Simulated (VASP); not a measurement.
# Os4C (Im-3m) in VASP: a series of runs

The runs below take Os4C through single point, relaxation of cell and atoms, with PBE.

Everything below comes from runs of VASP 6.6.1. Logs are shortened: lines on timing, memory, paths and dates and some standing lists are left out, and cuts for length are marked.

### Step 1. The cell of the first run

Symmetry: Im-3m, No. 229, cubic system. The conventional cell has a = 5.205 Å, b = 5.205 Å, c = 5.205 Å, α = 90.00°, β = 90.00°, γ = 90.00°. Within 3.0 Å of Os (site symmetry -3m) lie 2 C at 2.25 Å and 6 Os at 2.60 Å. Within 3.0 Å of C (site symmetry m-3m) lie 8 Os at 2.25 Å.

The cell was generated, and may not be a known phase.

### Step 2. Single point, PBE

INCAR reads:

```
SYSTEM = Os4C
  ALGO = Normal
  EDIFF = 1E-7
  ENCUT = 520
  GGA = PE
  ISIF = 2
  ISMEAR = 0
  LASPH = .TRUE.
  LCHARG = .FALSE.
  LREAL = .FALSE.
  LWAVE = .FALSE.
  NBANDS = 26
  NELM = 100
  PREC = Accurate
  SIGMA = 0.1
```

KPOINTS reads:

```
k-points
0
G
  10 10 10
  0 0 0
```

POSCAR reads:

```
Os4C
1.0
   -2.6027264698      2.6027264698      2.6027264698
    2.6027264698     -2.6027264698      2.6027264698
    2.6027264698      2.6027264698     -2.6027264698
Os C
4 1
Direct
    0.5000000000      0.5000000000      0.5000000000
    0.5000000000      0.0000000000      0.0000000000
    0.0000000000      0.0000000000      0.5000000000
    0.0000000000      0.5000000000      0.0000000000
    0.0000000000      0.0000000000      0.0000000000
```

Potentials or basis: VASP PAW PBE potentials, release 64 (Os, C).

Command:

```sh
> cat potpaw_PBE.64/Os/POTCAR potpaw_PBE.64/C/POTCAR > POTCAR
> mpirun -np 1 vasp_std > vasp.out
```

OUTCAR:

```text
SYSTEM = Os4C
   EDIFF = 1E-7
   ENCUT = 520
   GGA = PE
   ISIF = 2
   ISMEAR = 0
   LASPH = .TRUE.
   LREAL = .FALSE.
   NELM = 100
   PREC = Accurate

 ion  position               nearest neighbor table
   1  0.500  0.500  0.500-   5 2.25   5 2.25   4 2.60   2 2.60   2 2.60   4 2.60   3 2.60   3 2.60

   2  0.500  0.000  0.000-   5 2.25   5 2.25   4 2.60   1 2.60   1 2.60   3 2.60   3 2.60   4 2.60

   3  0.000  0.000  0.500-   5 2.25   5 2.25   4 2.60   1 2.60   2 2.60   4 2.60   2 2.60   1 2.60

   4  0.000  0.500  0.000-   5 2.25   5 2.25   3 2.60   1 2.60   2 2.60   3 2.60   1 2.60   2 2.60

   5  0.000  0.000  0.000-   1 2.25   2 2.25   3 2.25   4 2.25   3 2.25   4 2.25   2 2.25   1 2.25

  LATTYP: Found a body centered cubic cell.
 ALAT       =     5.2054529396

  Lattice vectors:

 A1 = (  -2.6027264698,   2.6027264698,   2.6027264698)
 A2 = (   2.6027264698,  -2.6027264698,   2.6027264698)
 A3 = (   2.6027264698,   2.6027264698,  -2.6027264698)

Analysis of symmetry for initial positions (statically):
=====================================================================
 Subroutine PRICEL returns:
 Original cell was already a primitive cell.

 Routine SETGRP: Setting up the symmetry group for a
 body centered cubic supercell.

 Subroutine GETGRP returns: Found 48 space group operations
 (whereof 48 operations were pure point group operations)
 out of a pool of 48 trial point group operations.

The static configuration has the point symmetry O_h .

Analysis of symmetry for dynamics (positions and initial velocities):
=====================================================================
 Subroutine PRICEL returns:
 Original cell was already a primitive cell.

 Routine SETGRP: Setting up the symmetry group for a
 body centered cubic supercell.

 Subroutine GETGRP returns: Found 48 space group operations
 (whereof 48 operations were pure point group operations)
 out of a pool of 48 trial point group operations.

The dynamic configuration has the point symmetry O_h .

 Subroutine INISYM returns: Found 48 space group operations
 (whereof 48 operations are pure point group operations),
 and found     1 'primitive' translations

----------------------------------------------------------------------------------------

                                     Primitive cell

  volume of cell :      70.5254

  direct lattice vectors                    reciprocal lattice vectors
[... 96 lines left out ...]
   NSW    =      0    number of steps for IOM
   IBRION =     -1    ionic relax: 0-MD 1-quasi-New 2-CG
   NFREE  =      0    steps in history (QN), initial steepest desc. (CG)
   ISIF   =      2    stress and relaxation
   ISYM   =      2    0-nonsym 1-usesym 2-fastsym
   POTIM  = 0.5000    time-step for ionic-motion
   TEBEG  =    0.0;   TEEND  =   0.0 temperature during run
   PSTRESS=    0.0 pullay stress
   NELECT =      36.0000    total number of electrons
   NUPDOWN=      -1.0000    fix difference up-down
   EMIN   =  10.00;   EMAX   =-10.00  energy-range for DOS
   EFERMI =   0.00;   METHOD = LEGACY
   ISMEAR =     0;   SIGMA  =   0.10  broadening in eV -4-tet -1-fermi 0-gaus
   EFERMI_NEDOS =   21; number of points for ismear=-14 and -15
   IALGO  =     38    algorithm
   IMIX   =      4    mixing-type and parameters
     AMIX     =   0.40;   BMIX     =  1.00
     AMIX_MAG =   1.60;   BMIX_MAG =  1.00
  volume/ion in A,a.u.               =      14.11        95.19
  Fermi-wavevector in a.u.,A,eV,Ry     =   1.308360  2.472441 23.290520  1.711805
  Thomas-Fermi vector in A             =   2.439032
   LORBIT       =      0    0 simple, 1 ext, 2 COOP (PROOUT), +10 PAW based schemes
   GGA     = PE    functional components
   LHFCALC =     F    Hartree Fock is set to
   AEXX    =    0.0000 exact exchange contribution
   IVDW    =     0    specifies the selected vdW correction
   LEPSILON=     F    determine dielectric tensor
   LRPA    =     F    only Hartree local field effects (RPA)
 non-spin polarized calculation
 Gauss-broadening in eV      SIGMA  =   0.10
  energy-cutoff  :      520.00
  volume of cell :       70.53
 maximum number of plane-waves:      1926
 NGX is ok and might be reduce to    36
   NGX = 17   NGY = 17   NGZ = 17

 number of electron      36.0000003 magnetization

 Free energy of the ion-electron system (eV)
  ---------------------------------------------------
  ext. energy  EPLUGINS =         0.00000000
  ---------------------------------------------------
  free energy    TOTEN  =       -47.37331622 eV

  energy without entropy =      -47.34112311  energy(sigma->0) =      -47.35721966

 E-fermi :   7.6904     XC(G=0): -13.0877

 val. band max:        7.6888944947   @ k =   0.2000   0.2000   0.0000
 cond. band min:       7.7032153804   @ k =   0.2000   0.1000   0.1000
 fundamental gap:      0.0143208857
 Fermi energy:         7.6903837884

 k-point     1 :       0.0000    0.0000    0.0000
  band No.  band energies     occupation
      1      -6.6765      2.00000
      2      -0.1929      2.00000
      3       1.2860      2.00000
      4       1.2860      2.00000
      5       1.9808      2.00000
      6       1.9808      2.00000
[... 685 lines left out ...]
     25      11.7194      0.00000
     26      13.0453      0.00000

 [... further k-points ...]

------------------------ aborting loop because EDIFF is reached ----------------------------------------

  FORCE on cell =-STRESS in cart. coord.  units (eV):
  Direction    XX          YY          ZZ          XY          YZ          ZX
  --------------------------------------------------------------------------------------
  -------------------------------------------------------------------------------------
  Total        0.2012603      0.2012603      0.2012603     -0.0000000      0.0000000      0.0000000
  in kB        4.5721777      4.5721777      4.5721777     -0.0000000      0.0000000      0.0000000
  external PRESSURE =       4.5721777 kB  Pullay stress =       0.0000000 kB

 VOLUME and BASIS-vectors are now :
 -----------------------------------------------------------------------------
  energy-cutoff  :      520.00
  volume of cell :       70.53
      direct lattice vectors                 reciprocal lattice vectors
    -2.602726470  2.602726470  2.602726470     0.000000000  0.192106242  0.192106242
     2.602726470 -2.602726470  2.602726470     0.192106242  0.000000000  0.192106242
     2.602726470  2.602726470 -2.602726470     0.192106242  0.192106242  0.000000000

 POSITION                                       TOTAL-FORCE (eV/Angst)
 -----------------------------------------------------------------------------------
      1.30136      1.30136      1.30136         0.000000     -0.000000     -0.000000
     -1.30136      1.30136      1.30136        -0.000000     -0.000000     -0.000000
      1.30136      1.30136     -1.30136         0.000000      0.000000     -0.000000
      1.30136     -1.30136      1.30136        -0.000000     -0.000000      0.000000
      0.00000      0.00000      0.00000         0.000000     -0.000000      0.000000
 -----------------------------------------------------------------------------------
    total drift:                                0.000000     -0.000000      0.000000

  FREE ENERGIE OF THE ION-ELECTRON SYSTEM (eV)
  ---------------------------------------------------
  free  energy   TOTEN  =       -47.3733162165 eV

  energy  without entropy=      -47.3411231067  energy(sigma->0) =      -47.35721966
```

OSZICAR:

```text
N       E                     dE             d eps       ncg     rms          rms(c)
DAV:   1     0.252341911644E+03    0.25234E+03   -0.16923E+04  2444   0.133E+03
DAV:   2    -0.258928982498E+02   -0.27823E+03   -0.25996E+03  2496   0.428E+02
DAV:   3    -0.496129570457E+02   -0.23720E+02   -0.21930E+02  3302   0.927E+01
DAV:   4    -0.507541849236E+02   -0.11412E+01   -0.11212E+01  2936   0.234E+01
DAV:   5    -0.507851836561E+02   -0.30999E-01   -0.30876E-01  3208   0.331E+00    0.338E+01
DAV:   6    -0.476970841889E+02    0.30881E+01   -0.11512E+01  3728   0.195E+01    0.128E+01
DAV:   7    -0.474347009034E+02    0.26238E+00   -0.11681E+00  3118   0.718E+00    0.777E+00
DAV:   8    -0.473882754333E+02    0.46425E-01   -0.35520E-01  3138   0.304E+00    0.101E+00
DAV:   9    -0.473746252213E+02    0.13650E-01   -0.77784E-02  3420   0.148E+00    0.707E-01
DAV:  10    -0.473734122357E+02    0.12130E-02   -0.10701E-02  3076   0.792E-01    0.102E-01
DAV:  11    -0.473733358981E+02    0.76338E-04   -0.51422E-04  2886   0.160E-01    0.352E-02
DAV:  12    -0.473733163449E+02    0.19553E-04   -0.63392E-05  3664   0.645E-02    0.170E-02
DAV:  13    -0.473733155379E+02    0.80699E-06   -0.10885E-05  3422   0.219E-02    0.594E-03
DAV:  14    -0.473733160732E+02   -0.53529E-06   -0.10221E-06  2838   0.552E-03    0.981E-04
DAV:  15    -0.473733162096E+02   -0.13642E-06   -0.72462E-08  1644   0.171E-03    0.539E-04
DAV:  16    -0.473733162165E+02   -0.69613E-08   -0.27086E-08  1494   0.117E-03
   1 F= -.47373316E+02 E0= -.47357220E+02  d E =-.321931E-01
```

Run time: 84 s. Hardware: 1 thread of Intel Xeon Platinum 8259CL at 2.50GHz (Skylake/Cascade Lake), shared host; peak memory 0.24 GiB.

Results:

| Property | Result |
| --- | --- |
| Free energy | -47.3733 eV |
| Pressure | 0.5 GPa |
| Band gap on the k mesh | zero (bands 18 and 19 overlap by 1.85 eV) |

Caveat: spin-orbit coupling is left out, which moves the levels of the heavy elements.

### Step 3. Relaxation of cell and atoms, PBE

INCAR reads:

```
ALGO     = Normal         # electronic algorithm
EDIFF    = 1E-6           # SCF threshold, eV
EDIFFG   = -0.01          # ionic threshold
ENCUT    = 600            # plane-wave cutoff, eV
GGA      = PE             # functional
IBRION   = 2              # ionic algorithm
ISIF     = 3              # what is computed and relaxed
ISMEAR   = 0              # smearing method
LASPH    = True           # aspherical terms in the spheres
LCHARG   = False          # write CHGCAR
LREAL    = False          # projectors in reciprocal space
LWAVE    = False          # write WAVECAR
NELM     = 80             # most SCF steps
NSW      = 100            # ionic steps
PREC     = Accurate       # precision mode
SIGMA    = 0.1            # smearing width, eV
```

KPOINTS reads:

```
k-points
0
Gamma
  10 10 10
```

POSCAR: that of step 2 with these lines changed.

```diff
@@ -2,5 +2,5 @@
 1.0
-   -2.6027264698      2.6027264698      2.6027264698
-    2.6027264698     -2.6027264698      2.6027264698
-    2.6027264698      2.6027264698     -2.6027264698
+   -2.6021669481      2.6021669481      2.6021669481
+    2.6021669481     -2.6021669481      2.6021669481
+    2.6021669481      2.6021669481     -2.6021669481
 Os C
```

Potentials or basis: VASP PAW PBE potentials, release 64 (Os, C).

Command:

```sh
> cat potpaw_PBE.64/Os/POTCAR potpaw_PBE.64/C/POTCAR > POTCAR
> mpirun -np 1 vasp_std > vasp.out
```

Wall time 2.6 min (1 thread of Intel Xeon Platinum 8259CL at 2.50GHz (Skylake/Cascade Lake), shared host); peak memory 0.27 GiB.

Results (log left out):

* Free energy: -47.3747 eV
* Relaxed volume: 14.13 Å³/atom
* Relaxed cell: a = 4.511 Å, b = 4.511 Å, c = 4.511 Å, α = 109.47°, β = 109.47°, γ = 109.47°
* Space group after relaxing (to 0.1 Å): Im-3m (No. 229)
* Energy gained by relaxing: 0.1 meV/atom
* Ionic steps: 3
* Pressure after relaxing: 0.0 GPa

Step by step:
| step | energy change (eV) | largest force (eV/Å) | pressure (GPa) | volume (Å³) |
| --- | --- | --- | --- | --- |
| 1 | 0.0000 | 0.0000 | 0.73 | 70.48 |
| 2 | 0.0030 | 0.0000 | -2.12 | 71.14 |
| 3 | -0.0004 | 0.0000 | 0.01 | 70.64 |

Final structure:
```xyz
5
Lattice="-2.6041 2.6041 2.6041 2.6041 -2.6041 2.6041 2.6041 2.6041 -2.6041" Properties=species:S:1:pos:R:3 pbc="T T T"
Os    1.3021    1.3021    1.3021
Os   -1.3021    1.3021    1.3021
Os    1.3021    1.3021   -1.3021
Os    1.3021   -1.3021    1.3021
C     0.0000    0.0000    0.0000
```

Levels at points of the mesh, in eV from the Fermi level:
| k point | band 16 | band 17 | band 18 | band 19 | band 20 | band 21 |
| --- | --- | --- | --- | --- | --- | --- |
| (0.00, 0.00, 0.00) | -0.38 | -0.38 | -0.38 | 1.88 | 1.88 | 1.88 |
| (0.50, 0.00, 0.00) | -1.05 | -0.94 | -0.29 | -0.18 | 0.43 | 0.43 |
| (0.50, 0.50, 0.50) | -0.95 | -0.95 | -0.95 | 1.91 | 2.33 | 2.33 |

Caveat: the highest band is partly filled, so the run has too few bands; spin-orbit coupling is left out, which moves the levels of the heavy elements.
